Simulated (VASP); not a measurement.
# TiSnTe3 (Pm-3m) in VASP: further runs

Runs on TiSnTe3. Level: PBE. Tasks: single point, relaxation of cell and atoms.

Program: VASP 6.6.1. These are calculated values, not measurements. Logs are shortened: lines on timing, memory, paths and dates and some standing lists are left out, and cuts for length are marked.

## (1) The cell of the first run

It takes space group Pm-3m (No. 221, cubic). Conventional cell: a = 5.347 Å, b = 5.347 Å, c = 5.347 Å, α = 90.00°, β = 90.00°, γ = 90.00°. Within 3.5 Å of Ti (site symmetry m-3m) lie 6 Te at 2.67 Å. Within 5.0 Å of Sn (site symmetry m-3m) lie 12 Te at 3.78 Å and 8 Ti at 4.63 Å. Te (site symmetry 4/mmm) has 2 Ti at 2.67 Å within 3.5 Å.

The cell was generated, and may not be a known phase.

## (2) Single point, PBE

INCAR

```
PREC     = Accurate       # precision mode
ENCUT    = 520            # plane-wave cutoff, eV
EDIFF    = 1E-6           # SCF threshold, eV
ISMEAR   = 0              # smearing method
SIGMA    = 0.1            # smearing width, eV
LREAL    = False          # projectors in reciprocal space
LASPH    = True           # aspherical terms in the spheres
NELM     = 80             # most SCF steps
ALGO     = Normal         # electronic algorithm
ISIF     = 2              # what is computed and relaxed
LWAVE    = False          # write WAVECAR
LCHARG   = False          # write CHGCAR
GGA      = PE             # functional
NBANDS   = 30             # bands
```

KPOINTS

```
regular mesh
0
Gamma
  4 4 4
```

POSCAR

```
TiSnTe3
1.0
    5.3471010700      0.0000000000      0.0000000000
    0.0000000000      5.3471010700      0.0000000000
    0.0000000000      0.0000000000      5.3471010700
Ti Sn Te
1 1 3
Direct
    0.5000000000      0.5000000000      0.5000000000
    0.0000000000      0.0000000000      0.0000000000
    0.5000000000      0.5000000000      0.0000000000
    0.0000000000      0.5000000000      0.5000000000
    0.5000000000      0.0000000000      0.5000000000
```

Potentials or basis: VASP PAW PBE potentials, release 64 (Ti_sv, Sn_d, Te).

The run is started by

```console
cat potpaw_PBE.64/Ti_sv/POTCAR potpaw_PBE.64/Sn_d/POTCAR potpaw_PBE.64/Te/POTCAR > POTCAR
mpirun -np 1 vasp_std > vasp.out
```

OUTCAR:

```text
PREC = Accurate
   ENCUT = 520
   EDIFF = 1E-6
   ISMEAR = 0
   LREAL = False
   LASPH = True
   NELM = 80
   ISIF = 2
   GGA = PE

 ion  position               nearest neighbor table
   1  0.500  0.500  0.500-   3 2.67   4 2.67   5 2.67   3 2.67   5 2.67   4 2.67
   2  0.000  0.000  0.000-
   3  0.500  0.500  0.000-   1 2.67   1 2.67
   4  0.000  0.500  0.500-   1 2.67   1 2.67
   5  0.500  0.000  0.500-   1 2.67   1 2.67

  LATTYP: Found a simple cubic cell.
 ALAT       =     5.3471010700

  Lattice vectors:

 A1 = (   5.3471010700,   0.0000000000,   0.0000000000)
 A2 = (   0.0000000000,   5.3471010700,   0.0000000000)
 A3 = (   0.0000000000,   0.0000000000,   5.3471010700)

Analysis of symmetry for initial positions (statically):
=====================================================================
 Subroutine PRICEL returns:
 Original cell was already a primitive cell.

 Routine SETGRP: Setting up the symmetry group for a
 simple cubic supercell.

 Subroutine GETGRP returns: Found 48 space group operations
 (whereof 48 operations were pure point group operations)
 out of a pool of 48 trial point group operations.

The static configuration has the point symmetry O_h .

Analysis of symmetry for dynamics (positions and initial velocities):
=====================================================================
 Subroutine PRICEL returns:
 Original cell was already a primitive cell.

 Routine SETGRP: Setting up the symmetry group for a
 simple cubic supercell.

 Subroutine GETGRP returns: Found 48 space group operations
 (whereof 48 operations were pure point group operations)
 out of a pool of 48 trial point group operations.

The dynamic configuration has the point symmetry O_h .

 Subroutine INISYM returns: Found 48 space group operations
 (whereof 48 operations are pure point group operations),
 and found     1 'primitive' translations

----------------------------------------------------------------------------------------

                                     Primitive cell

  volume of cell :     152.8816

  direct lattice vectors                    reciprocal lattice vectors
     5.347101070  0.000000000  0.000000000     0.187017224  0.000000000  0.000000000
     0.000000000  5.347101070  0.000000000     0.000000000  0.187017224  0.000000000
     0.000000000  0.000000000  5.347101070     0.000000000  0.000000000  0.187017224

  length of vectors
     5.347101070  5.347101070  5.347101070     0.187017224  0.187017224  0.187017224

  position of ions in fractional coordinates (direct lattice)
     0.500000000  0.500000000  0.500000000
     0.000000000  0.000000000  0.000000000
     0.500000000  0.500000000  0.000000000
     0.000000000  0.500000000  0.500000000
     0.500000000  0.000000000  0.500000000

  ion indices of the primitive-cell ions
   primitive index   ion index
                 1           1
                 2           2
                 3           3
                 4           4
                 5           5

----------------------------------------------------------------------------------------

 KPOINTS: regular mesh

Automatic generation of k-mesh.
 Grid dimensions read from file:
 generate k-points for:    4    4    4

 Generating k-lattice:

  Cartesian coordinates                     Fractional coordinates (reciprocal lattice)
     0.046754306  0.000000000  0.000000000     0.250000000  0.000000000  0.000000000
     0.000000000  0.046754306  0.000000000     0.000000000  0.250000000  0.000000000
     0.000000000  0.000000000  0.046754306     0.000000000  0.000000000  0.250000000

  Length of vectors
     0.046754306  0.046754306  0.046754306

  Shift w.r.t. Gamma in fractional coordinates (k-lattice)
     0.000000000  0.000000000  0.000000000

 Subroutine IBZKPT returns following result:
 ===========================================

 Found     10 irreducible k-points:

 Following reciprocal coordinates:
            Coordinates               Weight
  0.000000  0.000000  0.000000      1.000000
  0.250000  0.000000  0.000000      6.000000
  0.500000  0.000000  0.000000      3.000000
  0.250000  0.250000  0.000000     12.000000
  0.500000  0.250000  0.000000     12.000000
  0.500000  0.500000  0.000000      3.000000
  0.250000  0.250000  0.250000      8.000000
  0.500000  0.250000  0.250000     12.000000
  0.500000  0.500000  0.250000      6.000000
  0.500000  0.500000  0.500000      1.000000
   k-points           NKPTS =     10   k-points in BZ     NKDIM =     10   number of bands    NBANDS=     30
   number of dos      NEDOS =    301   number of ions     NIONS =      5
   total plane-waves  NPLWV =  64000
   dimension x,y,z NGX =    40 NGY =   40 NGZ =   40
   dimension x,y,z NGXF=    80 NGYF=   80 NGZF=   80
   ions per type =               1   1   3
   NGX,Y,Z   is equivalent  to a cutoff of  12.44, 12.44, 12.44 a.u.
   NGXF,Y,Z  is equivalent  to a cutoff of  24.87, 24.87, 24.87 a.u.
 SYSTEM =  unknown system
   PREC   = accura    normal or accurate (medium, high low for compatibility)
   ISTART =      0    job   : 0-new  1-cont  2-samecut
   ICHARG =      2    charge: 1-file 2-atom 10-const
   ISPIN  =      1    spin polarized calculation?
   LNONCOLLINEAR =      F non collinear calculations
   LSORBIT =      F    spin-orbit coupling
   LASPH  =      T    aspherical Exc in radial PAW
   ENCUT  =  520.0 eV  38.22 Ry    6.18 a.u.   9.94  9.94  9.94*2*pi/ulx,y,z
   NELM   =     80;   NELMIN=  2; NELMDL= -5     # of ELM steps
   EDIFF  = 0.1E-05   stopping-criterion for ELM
   LREAL  =      F    real-space projection
   EDIFFG = 0.1E-04   stopping-criterion for IOM
   NSW    =      0    number of steps for IOM
   IBRION =     -1    ionic relax: 0-MD 1-quasi-New 2-CG
   NFREE  =      0    steps in history (QN), initial steepest desc. (CG)
   ISIF   =      2    stress and relaxation
   ISYM   =      2    0-nonsym 1-usesym 2-fastsym
   POTIM  = 0.5000    time-step for ionic-motion
   TEBEG  =    0.0;   TEEND  =   0.0 temperature during run
   PSTRESS=    0.0 pullay stress
   NELECT =      44.0000    total number of electrons
   NUPDOWN=      -1.0000    fix difference up-down
   EMIN   =  10.00;   EMAX   =-10.00  energy-range for DOS
   EFERMI =   0.00;   METHOD = LEGACY
   ISMEAR =     0;   SIGMA  =   0.10  broadening in eV -4-tet -1-fermi 0-gaus
   EFERMI_NEDOS =   21; number of points for ismear=-14 and -15
   IALGO  =     38    algorithm
   IMIX   =      4    mixing-type and parameters
     AMIX     =   0.40;   BMIX     =  1.00
     AMIX_MAG =   1.60;   BMIX_MAG =  1.00
  volume/ion in A,a.u.               =      30.58       206.34
  Fermi-wavevector in a.u.,A,eV,Ry     =   1.080871  2.042551 15.895453  1.168283
  Thomas-Fermi vector in A             =   2.216873
   LORBIT       =      0    0 simple, 1 ext, 2 COOP (PROOUT), +10 PAW based schemes
   GGA     = PE    functional components
   LHFCALC =     F    Hartree Fock is set to
   AEXX    =    0.0000 exact exchange contribution
   IVDW    =     0    specifies the selected vdW correction
   LEPSILON=     F    determine dielectric tensor
   LRPA    =     F    only Hartree local field effects (RPA)
 non-spin polarized calculation
 Gauss-broadening in eV      SIGMA  =   0.10
  energy-cutoff  :      520.00
  volume of cell :      152.88
 maximum number of plane-waves:      4224
 NGX is ok and might be reduce to    40
   NGX = 19   NGY = 19   NGZ = 19

 number of electron      44.0000017 magnetization

 Free energy of the ion-electron system (eV)
  ---------------------------------------------------
  ext. energy  EPLUGINS =         0.00000000
  ---------------------------------------------------
  free energy    TOTEN  =       -21.55976474 eV

  energy without entropy =      -21.53290067  energy(sigma->0) =      -21.54633270

 E-fermi :   6.0099     XC(G=0):  -9.4276

 val. band max:        5.9778398718   @ k =   0.5000   0.2500   0.2500
 cond. band min:       6.0121839695   @ k =   0.5000   0.0000   0.0000
 fundamental gap:      0.0343440977
 Fermi energy:         6.0098584866

 k-point     1 :       0.0000    0.0000    0.0000
  band No.  band energies     occupation
      1     -51.4755      2.00000
      2     -27.7593      2.00000
      3     -27.7593      2.00000
      4     -27.7593      2.00000
      5     -16.3308      2.00000
      6     -16.3308      2.00000
[... 22 lines left out ...]
     29       8.7228      0.00000
     30       8.7228      0.00000

 k-point     2 :       0.2500    0.0000    0.0000
  band No.  band energies     occupation
      1     -51.4756      2.00000
      2     -27.7592      2.00000
      3     -27.7592      2.00000
      4     -27.7584      2.00000
      5     -16.3308      2.00000
      6     -16.3305      2.00000
[... 22 lines left out ...]
     29       8.2464      0.00000
     30       8.2555      0.00000

 k-point     3 :       0.5000    0.0000    0.0000
  band No.  band energies     occupation
      1     -51.4757      2.00000
      2     -27.7591      2.00000
      3     -27.7591      2.00000
      4     -27.7575      2.00000
      5     -16.3308      2.00000
      6     -16.3301      2.00000
[... 22 lines left out ...]
     29       8.0837      0.00000
     30       8.2716      0.00000

 k-point     4 :       0.2500    0.2500    0.0000
  band No.  band energies     occupation
      1     -51.4757      2.00000
      2     -27.7591      2.00000
      3     -27.7583      2.00000
      4     -27.7583      2.00000
      5     -16.3306      2.00000
      6     -16.3303      2.00000
[... 22 lines left out ...]
     29       7.8352      0.00000
     30       9.3542      0.00000

 k-point     5 :       0.5000    0.2500    0.0000
  band No.  band energies     occupation
      1     -51.4757      2.00000
      2     -27.7590      2.00000
      3     -27.7582      2.00000
      4     -27.7573      2.00000
      5     -16.3305      2.00000
      6     -16.3300      2.00000
[... 22 lines left out ...]
     29       7.9569      0.00000
     30       9.4481      0.00000

 k-point     6 :       0.5000    0.5000    0.0000
  band No.  band energies     occupation
      1     -51.4758      2.00000
      2     -27.7589      2.00000
      3     -27.7572      2.00000
      4     -27.7572      2.00000
      5     -16.3304      2.00000
      6     -16.3298      2.00000
[... 22 lines left out ...]
     29       8.1532      0.00000
     30      10.8945      0.00000

 k-point     7 :       0.2500    0.2500    0.2500
  band No.  band energies     occupation
      1     -51.4757      2.00000
      2     -27.7582      2.00000
      3     -27.7582      2.00000
      4     -27.7582      2.00000
      5     -16.3303      2.00000
      6     -16.3303      2.00000
[... 22 lines left out ...]
     29       9.1292      0.00000
     30       9.1292      0.00000

 k-point     8 :       0.5000    0.2500    0.2500
  band No.  band energies     occupation
      1     -51.4758      2.00000
      2     -27.7581      2.00000
      3     -27.7581      2.00000
      4     -27.7572      2.00000
      5     -16.3302      2.00000
      6     -16.3299      2.00000
[... 22 lines left out ...]
     29       8.6772      0.00000
     30       9.5546      0.00000

 k-point     9 :       0.5000    0.5000    0.2500
  band No.  band energies     occupation
      1     -51.4759      2.00000
      2     -27.7580      2.00000
      3     -27.7571      2.00000
      4     -27.7571      2.00000
      5     -16.3301      2.00000
      6     -16.3297      2.00000
[... 22 lines left out ...]
     29       8.8195      0.00000
     30      10.9421      0.00000

 k-point    10 :       0.5000    0.5000    0.5000
  band No.  band energies     occupation
      1     -51.4760      2.00000
      2     -27.7571      2.00000
      3     -27.7571      2.00000
      4     -27.7571      2.00000
      5     -16.3297      2.00000
      6     -16.3297      2.00000
[... 22 lines left out ...]
     29      11.1797      0.00000
     30      11.2797      0.00000

------------------------ aborting loop because EDIFF is reached ----------------------------------------

  FORCE on cell =-STRESS in cart. coord.  units (eV):
  Direction    XX          YY          ZZ          XY          YZ          ZX
  --------------------------------------------------------------------------------------
  -------------------------------------------------------------------------------------
  Total        0.8846896      0.8846896      0.8846896      0.0000000     -0.0000000      0.0000000
  in kB        9.2714215      9.2714215      9.2714215      0.0000000     -0.0000000      0.0000000
  external PRESSURE =       9.2714215 kB  Pullay stress =       0.0000000 kB

 VOLUME and BASIS-vectors are now :
 -----------------------------------------------------------------------------
  energy-cutoff  :      520.00
  volume of cell :      152.88
      direct lattice vectors                 reciprocal lattice vectors
     5.347101070  0.000000000  0.000000000     0.187017224  0.000000000  0.000000000
     0.000000000  5.347101070  0.000000000     0.000000000  0.187017224  0.000000000
     0.000000000  0.000000000  5.347101070     0.000000000  0.000000000  0.187017224

 POSITION                                       TOTAL-FORCE (eV/Angst)
 -----------------------------------------------------------------------------------
      2.67355      2.67355      2.67355         0.000000      0.000000      0.000000
      0.00000      0.00000      0.00000         0.000000      0.000000      0.000000
      2.67355      2.67355      0.00000         0.000000      0.000000      0.000000
      0.00000      2.67355      2.67355         0.000000      0.000000      0.000000
      2.67355      0.00000      2.67355         0.000000      0.000000      0.000000
 -----------------------------------------------------------------------------------
    total drift:                               -0.000000      0.000000     -0.000000

  FREE ENERGIE OF THE ION-ELECTRON SYSTEM (eV)
  ---------------------------------------------------
  free  energy   TOTEN  =       -21.5597647413 eV

  energy  without entropy=      -21.5329006686  energy(sigma->0) =      -21.54633270
```

Wall time 32 s (1 thread of Intel Xeon Platinum 8488C (Sapphire Rapids), shared host); peak memory 0.26 GiB.

What came out:

```yaml
Free_energy: -21.5598 eV
Pressure: 0.9 GPa
Band_gap_on_the_k_mesh: zero (bands 22 and 23 overlap by 0.78 eV)
```

Caveat: spin-orbit coupling is left out, which moves the levels of the heavy elements.

(Continued in part 2 of 2.)

The gap in the log of VASP goes by the Fermi energy; the results here count the filled bands.